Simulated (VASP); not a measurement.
**Ba: single point with LDA**

Ba:

```
Ba
1.0
     3.70975    0.00000    0.00000
     0.00000    3.70975    0.00000
     0.00000    0.00000    3.70975
Ba
1
Cartesian
  0.0000 0.0000 0.0000
```

This isn't the form of Ba at room conditions, which is bcc.

- Program: VASP 6.6.1
- Task: single point
- Functional: LDA
- Potentials or basis: VASP PAW LDA potentials, release 64 (Ba_sv)
- Cutoff: 520 eV
- k mesh: 18 × 18 × 18
- Occupations: gaussian, width 0.15 eV
- Spin: no spin polarisation

```yaml
Pressure: 0.3 GPa
Band_gap_on_the_k_mesh: zero (bands 5 and 6 overlap by 0.53 eV)
```

Levels at points of the mesh, in eV from the Fermi level:
| k point | band 2 | band 3 | band 4 | band 5 | band 6 | band 7 | band 8 | band 9 |
| --- | --- | --- | --- | --- | --- | --- | --- | --- |
| (0.00, 0.00, 0.00) | -13.48 | -13.48 | -13.48 | -2.56 | -0.16 | -0.16 | 5.89 | 5.89 |
| (0.50, 0.00, 0.00) | -14.69 | -13.36 | -13.36 | -0.55 | 0.53 | 1.40 | 3.00 | 3.00 |
| (0.50, 0.50, 0.00) | -14.50 | -14.50 | -13.25 | -1.32 | 0.85 | 3.63 | 3.63 | 4.34 |
| (0.50, 0.50, 0.50) | -14.33 | -14.33 | -14.33 | -0.21 | -0.21 | -0.21 | 4.25 | 8.03 |

It took 2.1 min on 1 thread of AMD EPYC 7R43 64-Core Processor (Zen 3), with other jobs on the host, peak memory 0.2 GiB.

Caveat: spin-orbit coupling is left out, which moves the levels of the heavy elements.
